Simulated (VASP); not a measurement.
Wanted: the native input for a VASP 6.6.1 run.

* Task: single point
* Functional: PBEsol
* Potentials or basis: VASP PAW PBE potentials, release 64 (Ti_sv, Co)
* Cutoff: 520 eV
* k mesh: 10 × 10 × 10
* Occupations: gaussian, width 0.1 eV
* Spin: collinear spin, ferromagnetic start
* Starting moments: [0.0, 0.0, 0.0, 0.0, 1.11, 1.11] μB
* Dipole correction: no
* Further INCAR settings: ALGO = Fast; EDIFF = 1e-06; NBANDS = 46

The structure of Ti2Co lies in POSCAR:

```
Ti2Co
1.0
    0.0000000000      3.5225932668      3.5225932668
    3.5225932668      0.0000000000      3.5225932668
    3.5225932668      3.5225932668      0.0000000000
Ti Co
4 2
Direct
    0.1250000000      0.1250000000      0.1250000000
    0.6250000000      0.1250000000      0.1250000000
    0.1250000000      0.1250000000      0.6250000000
    0.1250000000      0.6250000000      0.1250000000
    0.5000000000      0.5000000000      0.5000000000
    0.7500000000      0.7500000000      0.7500000000
```

These files were run (other wordings do the same):

INCAR

```
PREC = Accurate
ENCUT = 520
EDIFF = 1E-6
ISMEAR = 0
SIGMA = 0.1
LREAL = F
LASPH = T
NELM = 150
ALGO = Fast
ISIF = 2
LWAVE = F
LCHARG = F
ISPIN = 2
MAGMOM = 0 0 0 0 1.11 1.11
LORBIT = 11
LMAXMIX = 4
GGA = PS
NBANDS = 46
```

KPOINTS

```
Automatic mesh
0
Gamma
  10 10 10
```

Potentials or basis: VASP PAW PBE potentials, release 64 (Ti_sv, Co).

The run is started by

```console
$ cat potpaw_PBE.64/Ti_sv/POTCAR potpaw_PBE.64/Co/POTCAR > POTCAR
$ mpirun -np 1 vasp_std > vasp.out
```

It gave:

| Quantity | Value |
| --- | --- |
| Pressure | -3.1 GPa |
| Band gap on the k mesh | zero (filled and empty bands overlap) |
| Net moment | 1.99 μB per cell |
| Site moments | Ti +0.00; Co +1.09 μB |
| Valence electrons inside the program's atomic spheres | Ti 10.57; Co 7.93 |

Caveat: the cell stands under tension; the PAW data sets were made with another functional, which shifts forces and pressure a little.

Wall time 43 min on 1 thread of Intel Xeon 8259CL, with other jobs on the host, peak memory 0.48 GiB.
